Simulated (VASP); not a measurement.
# Sn (Fm-3m) in VASP: single point with PBE

Aim: the single point of Sn with PBE.

Program: VASP 6.6.1. These are calculated values, not measurements. Logs are shortened: lines on timing, memory, paths and dates and some standing lists are left out, and cuts for length are marked.

## (1) The cell of the first run

Symmetry: Fm-3m, No. 225, cubic system. The conventional cell has a = 4.820 Å, b = 4.820 Å, c = 4.820 Å, α = 90.00°, β = 90.00°, γ = 90.00°. Within 4.5 Å of Sn (site symmetry m-3m) lie 12 Sn at 3.41 Å.

## (2) Single point, PBE

The input, INCAR:

```
PREC     = Accurate       # precision mode
ENCUT    = 520            # plane-wave cutoff, eV
EDIFF    = 1E-6           # SCF threshold, eV
ISMEAR   = -1             # smearing method
SIGMA    = 0.13605693000000002 # smearing width, eV
LREAL    = False          # projectors in reciprocal space
LASPH    = True           # aspherical terms in the spheres
NELM     = 100            # most SCF steps
ALGO     = Normal         # electronic algorithm
ISIF     = 2              # what is computed and relaxed
LWAVE    = False          # write WAVECAR
LCHARG   = True           # write CHGCAR
GGA      = PE             # functional
LELF     = True           # ELF
LVHAR    = True         
NBANDS   = 13             # bands
```

The input, KPOINTS:

```
Automatic mesh
0
Gamma
  12 12 12
```

The input, POSCAR:

```
Sn
1.0
    0.0000000000      2.4097979089      2.4097979089
    2.4097979089      0.0000000000      2.4097979089
    2.4097979089      2.4097979089      0.0000000000
Sn
1
Direct
    0.0000000000      0.0000000000      0.0000000000
```

Potentials or basis: VASP PAW PBE potentials, release 64 (Sn_d).

Command:

```bash
$ cat potpaw_PBE.64/Sn_d/POTCAR > POTCAR
$ mpirun -np 1 vasp_std > vasp.out
```

OUTCAR:

```text
PREC = Accurate
   ENCUT = 520
   EDIFF = 1E-6
   ISMEAR = -1
   LREAL = False
   LASPH = True
   NELM = 100
   ISIF = 2
   GGA = PE

 ion  position               nearest neighbor table
   1  0.000  0.000  0.000-

  LATTYP: Found a face centered cubic cell.
 ALAT       =     4.8195958178

  Lattice vectors:

 A1 = (   0.0000000000,   2.4097979089,   2.4097979089)
 A2 = (   2.4097979089,   0.0000000000,   2.4097979089)
 A3 = (   2.4097979089,   2.4097979089,   0.0000000000)

Analysis of symmetry for initial positions (statically):
=====================================================================
 Subroutine PRICEL returns:
 Original cell was already a primitive cell.

 Routine SETGRP: Setting up the symmetry group for a
 face centered cubic supercell.

 Subroutine GETGRP returns: Found 48 space group operations
 (whereof 48 operations were pure point group operations)
 out of a pool of 48 trial point group operations.

The static configuration has the point symmetry O_h .

Analysis of symmetry for dynamics (positions and initial velocities):
=====================================================================
 Subroutine PRICEL returns:
 Original cell was already a primitive cell.

 Routine SETGRP: Setting up the symmetry group for a
 face centered cubic supercell.

 Subroutine GETGRP returns: Found 48 space group operations
 (whereof 48 operations were pure point group operations)
 out of a pool of 48 trial point group operations.

The dynamic configuration has the point symmetry O_h .

 Subroutine INISYM returns: Found 48 space group operations
 (whereof 48 operations are pure point group operations),
 and found     1 'primitive' translations

----------------------------------------------------------------------------------------

                                     Primitive cell

  volume of cell :      27.9880

  direct lattice vectors                    reciprocal lattice vectors
     0.000000000  2.409797909  2.409797909    -0.207486278  0.207486278  0.207486278
     2.409797909  0.000000000  2.409797909     0.207486278 -0.207486278  0.207486278
     2.409797909  2.409797909  0.000000000     0.207486278  0.207486278 -0.207486278

  length of vectors
     3.407968885  3.407968885  3.407968885     0.359376776  0.359376776  0.359376776

  position of ions in fractional coordinates (direct lattice)
     0.000000000  0.000000000  0.000000000

  ion indices of the primitive-cell ions
   primitive index   ion index
                 1           1

----------------------------------------------------------------------------------------

 KPOINTS: Automatic mesh

Automatic generation of k-mesh.
 Grid dimensions read from file:
 generate k-points for:   12   12   12

 Generating k-lattice:

  Cartesian coordinates                     Fractional coordinates (reciprocal lattice)
    -0.017290523  0.017290523  0.017290523     0.083333333  0.000000000  0.000000000
     0.017290523 -0.017290523  0.017290523     0.000000000  0.083333333  0.000000000
     0.017290523  0.017290523 -0.017290523     0.000000000  0.000000000  0.083333333

  Length of vectors
     0.029948065  0.029948065  0.029948065

  Shift w.r.t. Gamma in fractional coordinates (k-lattice)
     0.000000000  0.000000000  0.000000000

 Subroutine IBZKPT returns following result:
 ===========================================

 Found     72 irreducible k-points:

 Following reciprocal coordinates:
            Coordinates               Weight
  0.000000  0.000000  0.000000      1.000000
  0.083333  0.000000  0.000000      8.000000
  0.166667  0.000000  0.000000      8.000000
  0.250000  0.000000  0.000000      8.000000
  0.333333  0.000000  0.000000      8.000000
  0.416667  0.000000  0.000000      8.000000
[... 16 lines left out ...]
  0.500000  0.166667  0.000000     24.000000
 -0.416667  0.166667  0.000000     24.000000
 [... further k-points ...]
   k-points           NKPTS =     72   k-points in BZ     NKDIM =     72   number of bands    NBANDS=     13
   number of dos      NEDOS =    301   number of ions     NIONS =      1
   total plane-waves  NPLWV =  21952
   dimension x,y,z NGX =    28 NGY =   28 NGZ =   28
   dimension x,y,z NGXF=    56 NGYF=   56 NGZF=   56
   ions per type =               1
   NGX,Y,Z   is equivalent  to a cutoff of  13.66, 13.66, 13.66 a.u.
   NGXF,Y,Z  is equivalent  to a cutoff of  27.32, 27.32, 27.32 a.u.
 SYSTEM =  unknown system
   PREC   = accura    normal or accurate (medium, high low for compatibility)
   ISTART =      0    job   : 0-new  1-cont  2-samecut
   ICHARG =      2    charge: 1-file 2-atom 10-const
   ISPIN  =      1    spin polarized calculation?
   LNONCOLLINEAR =      F non collinear calculations
   LSORBIT =      F    spin-orbit coupling
   LASPH  =      T    aspherical Exc in radial PAW
   ENCUT  =  520.0 eV  38.22 Ry    6.18 a.u.   6.34  6.34  6.34*2*pi/ulx,y,z
   NELM   =    100;   NELMIN=  2; NELMDL= -5     # of ELM steps
   EDIFF  = 0.1E-05   stopping-criterion for ELM
   LREAL  =      F    real-space projection
   EDIFFG = 0.1E-04   stopping-criterion for IOM
   NSW    =      0    number of steps for IOM
   IBRION =     -1    ionic relax: 0-MD 1-quasi-New 2-CG
   NFREE  =      0    steps in history (QN), initial steepest desc. (CG)
   ISIF   =      2    stress and relaxation
   ISYM   =      2    0-nonsym 1-usesym 2-fastsym
   POTIM  = 0.5000    time-step for ionic-motion
   TEBEG  =    0.0;   TEEND  =   0.0 temperature during run
   PSTRESS=    0.0 pullay stress
   NELECT =      14.0000    total number of electrons
   NUPDOWN=      -1.0000    fix difference up-down
   EMIN   =  10.00;   EMAX   =-10.00  energy-range for DOS
   EFERMI =   0.00;   METHOD = LEGACY
   ISMEAR =    -1;   SIGMA  =   0.14  broadening in eV -4-tet -1-fermi 0-gaus
   EFERMI_NEDOS =   21; number of points for ismear=-14 and -15
   IALGO  =     38    algorithm
   IMIX   =      4    mixing-type and parameters
     AMIX     =   0.40;   BMIX     =  1.00
     AMIX_MAG =   1.60;   BMIX_MAG =  1.00
  volume/ion in A,a.u.               =      27.99       188.87
  Fermi-wavevector in a.u.,A,eV,Ry     =   1.299552  2.455797 22.977989  1.688835
  Thomas-Fermi vector in A             =   2.430808
   LORBIT       =      0    0 simple, 1 ext, 2 COOP (PROOUT), +10 PAW based schemes
   GGA     = PE    functional components
   LHFCALC =     F    Hartree Fock is set to
   AEXX    =    0.0000 exact exchange contribution
   IVDW    =     0    specifies the selected vdW correction
   LEPSILON=     F    determine dielectric tensor
   LRPA    =     F    only Hartree local field effects (RPA)
 non-spin polarized calculation
  energy-cutoff  :      520.00
  volume of cell :       27.99
 maximum number of plane-waves:       769
 NGX is ok and might be reduce to    28
   NGX = 13   NGY = 13   NGZ = 13

 number of electron      13.9999999 magnetization

 Free energy of the ion-electron system (eV)
  ---------------------------------------------------
  ext. energy  EPLUGINS =         0.00000000
  ---------------------------------------------------
  free energy    TOTEN  =        -3.79638716 eV

  energy without entropy =       -3.75669672  energy(sigma->0) =       -3.77654194

 E-fermi :   7.7850     XC(G=0): -10.2275

 val. band max:        7.7817756564   @ k =  -0.4167   0.3333   0.1667
 cond. band min:       7.8773384456   @ k =  -0.2500   0.2500   0.0000
 fundamental gap:      0.0955627891
 Fermi energy:         7.7850412821

 k-point     1 :       0.0000    0.0000    0.0000
  band No.  band energies     occupation
      1     -13.7637      2.00000
      2     -13.7637      2.00000
      3     -13.7637      2.00000
      4     -13.6938      2.00000
      5     -13.6938      2.00000
      6      -3.1363      2.00000
      7      15.2530      0.00000
      8      15.2530      0.00000
      9      15.2530      0.00000
     10      18.3635      0.00000
     11      19.4457      0.00000
     12      19.4457      0.00000
     13      19.4457      0.00000

 k-point     2 :       0.0833    0.0000    0.0000
  band No.  band energies     occupation
      1     -13.7632      2.00000
      2     -13.7586      2.00000
      3     -13.7586      2.00000
      4     -13.6938      2.00000
      5     -13.6938      2.00000
      6      -2.9968      2.00000
      7      13.8296      0.00000
      8      15.0415      0.00000
      9      15.0415      0.00000
     10      17.7517      0.00000
     11      19.8150      0.00000
     12      19.8150      0.00000
     13      20.9374      0.00000

 k-point     3 :       0.1667    0.0000    0.0000
  band No.  band energies     occupation
      1     -13.7621      2.00000
      2     -13.7485      2.00000
      3     -13.7485      2.00000
      4     -13.6901      2.00000
      5     -13.6901      2.00000
      6      -2.5781      2.00000
      7      11.2849      0.00000
      8      14.5821      0.00000
      9      14.5821      0.00000
     10      17.4131      0.00000
     11      20.4205      0.00000
     12      20.4205      0.00000
     13      21.1438      0.00000
[... 305 lines left out ...]
 k-point    23 :       0.5000    0.1667    0.0000
  band No.  band energies     occupation
      1     -13.7740      2.00000
      2     -13.7360      2.00000
      3     -13.7233      2.00000
      4     -13.6564      2.00000
      5     -13.6212      2.00000
      6       1.0746      2.00000
      7       4.3520      2.00000
      8      10.5157      0.00000
      9      12.0354      0.00000
     10      15.2397      0.00000
     11      20.4383      0.00000
     12      20.5531      0.00000
     13      22.4657      0.00000

 k-point    24 :      -0.4167    0.1667    0.0000
  band No.  band energies     occupation
      1     -13.7679      2.00000
      2     -13.7353      2.00000
      3     -13.7262      2.00000
      4     -13.6474      2.00000
      5     -13.6319      2.00000
      6       1.3580      2.00000
      7       3.9866      2.00000
      8      10.0282      0.00000
      9      12.4743      0.00000
     10      15.5668      0.00000
     11      20.0629      0.00000
     12      20.1295      0.00000
     13      23.2011      0.00000

 [... further k-points ...]
[... 5 lines left out ...]
  --------------------------------------------------------------------------------------
  -------------------------------------------------------------------------------------
  Total       -0.0013298     -0.0013298     -0.0013298      0.0000000      0.0000000      0.0000000
  in kB       -0.0761242     -0.0761242     -0.0761242      0.0000000      0.0000000      0.0000000
  external PRESSURE =      -0.0761242 kB  Pullay stress =       0.0000000 kB

 VOLUME and BASIS-vectors are now :
 -----------------------------------------------------------------------------
  energy-cutoff  :      520.00
  volume of cell :       27.99
      direct lattice vectors                 reciprocal lattice vectors
     0.000000000  2.409797909  2.409797909    -0.207486278  0.207486278  0.207486278
     2.409797909  0.000000000  2.409797909     0.207486278 -0.207486278  0.207486278
     2.409797909  2.409797909  0.000000000     0.207486278  0.207486278 -0.207486278

 POSITION                                       TOTAL-FORCE (eV/Angst)
 -----------------------------------------------------------------------------------
      0.00000      0.00000      0.00000         0.000000     -0.000000     -0.000000
 -----------------------------------------------------------------------------------
    total drift:                               -0.000000     -0.000000     -0.000000

  FREE ENERGIE OF THE ION-ELECTRON SYSTEM (eV)
  ---------------------------------------------------
  free  energy   TOTEN  =        -3.7963871644 eV

  energy  without entropy=       -3.7566967186  energy(sigma->0) =       -3.77654194
```

It took 69 s on 1 thread of AMD EPYC 7R13, shared host; peak memory 0.14 GiB.

What came out:

```yaml
Free_energy: -3.7964 eV
Pressure: 0.0 GPa
Band_gap_on_the_k_mesh: zero (band 7 reaches 15.25 eV, above the bottom of band 8 at 5.92 eV)
```

Caveat: spin-orbit coupling is left out, which moves the levels of the heavy elements.
